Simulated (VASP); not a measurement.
# SnO (P1) in VASP: single point with PBEsol

Aim: the single point of SnO with PBEsol.

All numbers are computed with VASP 6.6.1; they aren't measurements. Logs are shortened: lines on timing, memory, paths and dates and some standing lists are left out, and cuts for length are marked.

## Step 1: The cell of the first run

The typed cell holds 4 atoms: a = 3.805 Å, b = 3.805 Å, c = 4.753 Å, α = 90.00°, β = 90.00°, γ = 90.00°.

## Step 2: Single point, PBEsol (atoms moved at random)

Contents of INCAR:

```
  ALGO = Normal
  EDIFF = 1E-7
  ENCUT = 520
  GGA = PS
  ISIF = 2
  ISMEAR = 0
  LASPH = T
  LCHARG = F
  LREAL = F
  LWAVE = F
  NBANDS = 28
  NELM = 100
  PREC = Accurate
  SIGMA = 0.15
```

Contents of KPOINTS:

```
k-points
0
Gamma
  12 12 10
```

Contents of POSCAR:

```
SnO
1.0
    3.8053768948      0.0000000000      0.0000000000
    0.0000000000      3.8053768948      0.0000000000
    0.0000000000      0.0000000000      4.7531851815
Sn O
2 2
Direct
   -0.0020429989      0.5009398760      0.2400038750
    0.4977082560     -0.0053982750      0.7595618835
    0.0006366959      0.0038724503     -0.0089581282
    0.5036980470      0.5005859487      0.0093923697
```

Potentials or basis: VASP PAW PBE potentials, release 64 (Sn_d, O).

Launch:

```console
$ cat potpaw_PBE.64/Sn_d/POTCAR potpaw_PBE.64/O/POTCAR > POTCAR
$ mpirun -np 1 vasp_std > vasp.out
```

OUTCAR:

```text
EDIFF = 1E-7
   ENCUT = 520
   GGA = PS
   ISIF = 2
   ISMEAR = 0
   LASPH = T
   LREAL = F
   NELM = 100
   PREC = Accurate

 ion  position               nearest neighbor table
   1  0.998  0.501  0.240-   4 2.18   4 2.21   3 2.23   3 2.25   2 3.52   2 3.52   2 3.54   2 3.54
                             2 3.64   2 3.64   2 3.66   2 3.67
   2  0.498  0.995  0.760-   3 2.19   3 2.21   4 2.22   4 2.26   1 3.52   1 3.52   1 3.54   1 3.54
                             1 3.64   1 3.64   1 3.66   1 3.67
   3  0.001  0.004  0.991-   2 2.19   2 2.21   1 2.23   1 2.25
   4  0.504  0.501  0.009-   1 2.18   1 2.21   2 2.22   2 2.26

  LATTYP: Found a simple tetragonal cell.
 ALAT       =     3.8053768948
 C/A-ratio  =     1.2490708050

  Lattice vectors:

 A1 = (   3.8053768948,   0.0000000000,   0.0000000000)
 A2 = (   0.0000000000,   3.8053768948,   0.0000000000)
 A3 = (   0.0000000000,   0.0000000000,   4.7531851815)

Analysis of symmetry for initial positions (statically):
=====================================================================
 Subroutine PRICEL returns:
 Original cell was already a primitive cell.

 Routine SETGRP: Setting up the symmetry group for a
 simple tetragonal supercell.

 Subroutine GETGRP returns: Found  1 space group operations
 (whereof  1 operations were pure point group operations)
 out of a pool of 16 trial point group operations.

The static configuration has the point symmetry C_1 .

Analysis of symmetry for dynamics (positions and initial velocities):
=====================================================================
 Subroutine PRICEL returns:
 Original cell was already a primitive cell.

 Routine SETGRP: Setting up the symmetry group for a
 simple tetragonal supercell.

 Subroutine GETGRP returns: Found  1 space group operations
 (whereof  1 operations were pure point group operations)
 out of a pool of 16 trial point group operations.

The dynamic configuration has the point symmetry C_1 .

 Subroutine INISYM returns: Found  1 space group operations
 (whereof  1 operations are pure point group operations),
 and found     1 'primitive' translations

----------------------------------------------------------------------------------------

                                     Primitive cell

  volume of cell :      68.8304

  direct lattice vectors                    reciprocal lattice vectors
     3.805376895  0.000000000  0.000000000     0.262786060  0.000000000  0.000000000
     0.000000000  3.805376895  0.000000000     0.000000000  0.262786060  0.000000000
     0.000000000  0.000000000  4.753185182     0.000000000  0.000000000  0.210385239

  length of vectors
     3.805376895  3.805376895  4.753185182     0.262786060  0.262786060  0.210385239

  position of ions in fractional coordinates (direct lattice)
     0.997957001  0.500939876  0.240003875
     0.497708256  0.994601725  0.759561883
     0.000636696  0.003872450  0.991041872
     0.503698047  0.500585949  0.009392370

  ion indices of the primitive-cell ions
   primitive index   ion index
                 1           1
                 2           2
                 3           3
                 4           4

----------------------------------------------------------------------------------------

 KPOINTS: k-points

Automatic generation of k-mesh.
 Grid dimensions read from file:
 generate k-points for:   12   12   10

 Generating k-lattice:

  Cartesian coordinates                     Fractional coordinates (reciprocal lattice)
     0.021898838  0.000000000  0.000000000     0.083333333  0.000000000  0.000000000
     0.000000000  0.021898838  0.000000000     0.000000000  0.083333333  0.000000000
     0.000000000  0.000000000  0.021038524     0.000000000  0.000000000  0.100000000

  Length of vectors
     0.021898838  0.021898838  0.021038524

  Shift w.r.t. Gamma in fractional coordinates (k-lattice)
     0.000000000  0.000000000  0.000000000

 Subroutine IBZKPT returns following result:
 ===========================================

 Found    724 irreducible k-points:

 Following reciprocal coordinates:
            Coordinates               Weight
  0.000000  0.000000  0.000000      1.000000
  0.083333  0.000000  0.000000      2.000000
  0.000000  0.083333  0.000000      2.000000
  0.166667  0.000000  0.000000      2.000000
  0.000000  0.166667  0.000000      2.000000
  0.250000  0.000000  0.000000      2.000000
[... 16 lines left out ...]
  0.083333  0.250000  0.000000      2.000000
  0.333333  0.083333  0.000000      2.000000
 [... further k-points ...]
   k-points           NKPTS =    724   k-points in BZ     NKDIM =    724   number of bands    NBANDS=     28
   number of dos      NEDOS =    301   number of ions     NIONS =      4
   total plane-waves  NPLWV =  28224
   dimension x,y,z NGX =    28 NGY =   28 NGZ =   36
   dimension x,y,z NGXF=    56 NGYF=   56 NGZF=   72
   ions per type =               2   2
   NGX,Y,Z   is equivalent  to a cutoff of  12.23, 12.23, 12.59 a.u.
   NGXF,Y,Z  is equivalent  to a cutoff of  24.46, 24.46, 25.18 a.u.
 SYSTEM =  unknown system
   PREC   = accura    normal or accurate (medium, high low for compatibility)
   ISTART =      0    job   : 0-new  1-cont  2-samecut
   ICHARG =      2    charge: 1-file 2-atom 10-const
   ISPIN  =      1    spin polarized calculation?
   LNONCOLLINEAR =      F non collinear calculations
   LSORBIT =      F    spin-orbit coupling
   LASPH  =      T    aspherical Exc in radial PAW
   ENCUT  =  520.0 eV  38.22 Ry    6.18 a.u.   7.08  7.08  8.84*2*pi/ulx,y,z
   NELM   =    100;   NELMIN=  2; NELMDL= -5     # of ELM steps
   EDIFF  = 0.1E-06   stopping-criterion for ELM
   LREAL  =      F    real-space projection
   EDIFFG = 0.1E-05   stopping-criterion for IOM
   NSW    =      0    number of steps for IOM
   IBRION =     -1    ionic relax: 0-MD 1-quasi-New 2-CG
   NFREE  =      0    steps in history (QN), initial steepest desc. (CG)
   ISIF   =      2    stress and relaxation
   ISYM   =      2    0-nonsym 1-usesym 2-fastsym
   POTIM  = 0.5000    time-step for ionic-motion
   TEBEG  =    0.0;   TEEND  =   0.0 temperature during run
   PSTRESS=    0.0 pullay stress
   NELECT =      40.0000    total number of electrons
   NUPDOWN=      -1.0000    fix difference up-down
   EMIN   =  10.00;   EMAX   =-10.00  energy-range for DOS
   EFERMI =   0.00;   METHOD = LEGACY
   ISMEAR =     0;   SIGMA  =   0.15  broadening in eV -4-tet -1-fermi 0-gaus
   EFERMI_NEDOS =   21; number of points for ismear=-14 and -15
   IALGO  =     38    algorithm
   IMIX   =      4    mixing-type and parameters
     AMIX     =   0.40;   BMIX     =  1.00
     AMIX_MAG =   1.60;   BMIX_MAG =  1.00
  volume/ion in A,a.u.               =      17.21       116.12
  Fermi-wavevector in a.u.,A,eV,Ry     =   1.366160  2.581667 25.393809  1.866392
  Thomas-Fermi vector in A             =   2.492325
   LORBIT       =      0    0 simple, 1 ext, 2 COOP (PROOUT), +10 PAW based schemes
   GGA     = PS    functional components
   LHFCALC =     F    Hartree Fock is set to
   AEXX    =    0.0000 exact exchange contribution
   IVDW    =     0    specifies the selected vdW correction
   LEPSILON=     F    determine dielectric tensor
   LRPA    =     F    only Hartree local field effects (RPA)
 non-spin polarized calculation
 Gauss-broadening in eV      SIGMA  =   0.15
  energy-cutoff  :      520.00
  volume of cell :       68.83
 maximum number of plane-waves:      1872
   NGX = 15   NGY = 15   NGZ = 17

 number of electron      39.9999997 magnetization

 Free energy of the ion-electron system (eV)
  ---------------------------------------------------
  ext. energy  EPLUGINS =         0.00000000
  ---------------------------------------------------
  free energy    TOTEN  =       -24.19346542 eV

  energy without entropy =      -24.19205559  energy(sigma->0) =      -24.19276051

 E-fermi :   7.3135     XC(G=0): -10.5861

 val. band max:        7.2188236974   @ k =  -0.0833   0.0833   0.0000
 cond. band min:       7.3465885554   @ k =   0.5000   0.5000   0.1000
 fundamental gap:      0.1277648580
 Fermi energy:         7.3134735428

 k-point     1 :       0.0000    0.0000    0.0000
  band No.  band energies     occupation
      1     -14.7338      2.00000
      2     -14.2693      2.00000
      3     -14.2672      2.00000
      4     -14.2628      2.00000
      5     -14.2123      2.00000
      6     -14.2120      2.00000
[... 20 lines left out ...]
     27      13.8512      0.00000
     28      14.3249      0.00000

 k-point     2 :       0.0833    0.0000    0.0000
  band No.  band energies     occupation
      1     -14.7292      2.00000
      2     -14.2673      2.00000
      3     -14.2656      2.00000
      4     -14.2585      2.00000
      5     -14.2134      2.00000
      6     -14.2091      2.00000
[... 20 lines left out ...]
     27      13.9127      0.00000
     28      14.9578      0.00000

 k-point     3 :       0.0000    0.0833    0.0000
  band No.  band energies     occupation
      1     -14.7304      2.00000
      2     -14.2708      2.00000
      3     -14.2668      2.00000
      4     -14.2641      2.00000
      5     -14.2130      2.00000
      6     -14.2093      2.00000
[... 20 lines left out ...]
     27      14.1289      0.00000
     28      14.7997      0.00000

 k-point     4 :       0.1667    0.0000    0.0000
  band No.  band energies     occupation
      1     -14.7159      2.00000
      2     -14.2710      2.00000
      3     -14.2615      2.00000
      4     -14.2588      2.00000
      5     -14.2465      2.00000
      6     -14.2137      2.00000
[... 578 lines left out ...]
     27      14.8751      0.00000
     28      17.0744      0.00000

 k-point    23 :       0.0833    0.2500    0.0000
  band No.  band energies     occupation
      1     -14.7022      2.00000
      2     -14.4036      2.00000
      3     -14.2618      2.00000
      4     -14.2381      2.00000
      5     -14.2255      2.00000
      6     -14.2099      2.00000
[... 20 lines left out ...]
     27      15.0129      0.00000
     28      17.0042      0.00000

 k-point    24 :       0.3333    0.0833    0.0000
  band No.  band energies     occupation
      1     -14.6689      2.00000
      2     -14.4616      2.00000
      3     -14.2533      2.00000
      4     -14.2306      2.00000
      5     -14.2280      2.00000
      6     -14.2156      2.00000
[... 20 lines left out ...]
     27      15.0956      0.00000
     28      16.3908      0.00000

 [... further k-points ...]
[... 5 lines left out ...]
  --------------------------------------------------------------------------------------
  -------------------------------------------------------------------------------------
  Total        1.0146338     -0.2310292      0.5148987     -0.0024520     -0.0730836      0.0451183
  in kB       23.6178198     -5.3777095     11.9853927     -0.0570760     -1.7011799      1.0502266
  external PRESSURE =      10.0751677 kB  Pullay stress =       0.0000000 kB

 VOLUME and BASIS-vectors are now :
 -----------------------------------------------------------------------------
  energy-cutoff  :      520.00
  volume of cell :       68.83
      direct lattice vectors                 reciprocal lattice vectors
     3.805376895  0.000000000  0.000000000     0.262786060  0.000000000  0.000000000
     0.000000000  3.805376895  0.000000000     0.000000000  0.262786060  0.000000000
     0.000000000  0.000000000  4.753185182     0.000000000  0.000000000  0.210385239

 POSITION                                       TOTAL-FORCE (eV/Angst)
 -----------------------------------------------------------------------------------
      3.79760      1.90627      1.14078         0.094701     -0.003899      0.327125
      1.89397      3.78483      3.61034         0.065479      0.106996     -0.296129
      0.00242      0.01474      4.71061        -0.000911     -0.106162      0.306355
      1.91676      1.90492      0.04464        -0.159270      0.003065     -0.337351
 -----------------------------------------------------------------------------------
    total drift:                                0.000108      0.000212      0.000023

  FREE ENERGIE OF THE ION-ELECTRON SYSTEM (eV)
  ---------------------------------------------------
  free  energy   TOTEN  =       -24.1934654227 eV

  energy  without entropy=      -24.1920555873  energy(sigma->0) =      -24.19276051
```

Run time: 11 min. Hardware: 1 thread of AMD EPYC 9R45 (Zen 5), shared host; peak memory 1 GiB.

Results:

| Item | Value |
| --- | --- |
| Free energy | -24.1935 eV |
| Pressure | 1.0 GPa |
| Largest force | 0.373 eV/Å |
| Band gap on the k mesh | zero (bands 20 and 21 overlap by 0.03 eV) |

Forces in eV/Å, atoms in the order of the input:
```
Sn   0.095 -0.004  0.327
Sn   0.065  0.107 -0.296
O   -0.001 -0.106  0.306
O   -0.159  0.003 -0.337
```

Caveat: the cell differs from its parent crystal (atoms moved at random); semilocal functionals underestimate gaps, and a narrow one can read as zero; the PAW data sets were made with another functional, which shifts forces and pressure a little; spin-orbit coupling is left out, which moves the levels of the heavy elements.

The gap in the log of VASP goes by the Fermi energy; the results here count the filled bands.